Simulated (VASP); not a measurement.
**CdSe: electric field gradients with LDA**

Crystal: CdSe.

```
Cd Se
1.0
     0.09211    3.11633    3.11633
     3.11633    0.09211    3.11633
     3.11633    3.11633    0.09211
Cd Se
1 1
Direct
  0.00000 0.00000 0.00000
  0.25000 0.25000 0.25000
```

This cell differs from its parent crystal: equal xy, yz and zx shear strains of +3 %.

```yaml
Program: VASP 6.6.1
Task: electric field gradients
Functional: LDA
Potentials_or_basis: VASP PAW LDA potentials, release 64 (Cd, Se)
Cutoff: 520 eV
k_mesh: 8 × 8 × 8
Occupations: fermi-dirac, width 0.03 eV
Spin: no spin polarisation
Dipole_correction: no
Further_INCAR_settings: ALGO = Normal; EDIFF = 1e-08; NBANDS = 16
```

- Pressure: -2.7 GPa
- Largest force: 0.204 eV/Å
- Band gap on the k mesh: 0.28 eV, direct

Forces on the atoms (eV/Å):
```
Cd   0.118  0.118  0.118
Se  -0.118 -0.118 -0.118
```

Stress tensor (GPa, compression positive):
```
-2.70 -1.10 -1.10
-1.10 -2.70 -1.10
-1.10 -1.10 -2.70
```

Levels at points of the mesh, in eV from the valence-band top:
| k point | band 7 | band 8 | band 9 | band 10 | band 11 | band 12 |
| --- | --- | --- | --- | --- | --- | --- |
| (0.00, 0.00, 0.00) | -0.17 | 0.00 | 0.00 | 0.28 | 5.42 | 5.93 |
| (0.50, 0.00, 0.00) | -4.37 | -0.83 | -0.80 | 2.06 | 6.04 | 6.38 |
| (0.50, 0.50, 0.00) | -4.09 | -1.94 | -1.73 | 2.90 | 3.58 | 8.60 |
| (0.50, 0.50, 0.50) | -4.34 | -0.63 | -0.63 | 2.28 | 6.44 | 6.44 |

Electric field gradients, principal values (V/Å²):
| atom | least | middle | greatest (by size) |
| --- | --- | --- | --- |
| 1 Cd | -15.885 | -15.885 | 31.770 |
| 2 Se | -7.345 | -7.345 | 14.691 |

Wall time 30 s on 1 thread of Intel(R) Xeon(R) 6975P-C (Granite Rapids) (shared host), peak memory 0.21 GiB.

Caveat: the cell differs from its parent crystal (equal xy, yz and zx shear strains of +3 %); without QUAD_EFG the Cq values of the log hold for a quadrupole moment of 1 mb, not for the nuclei.
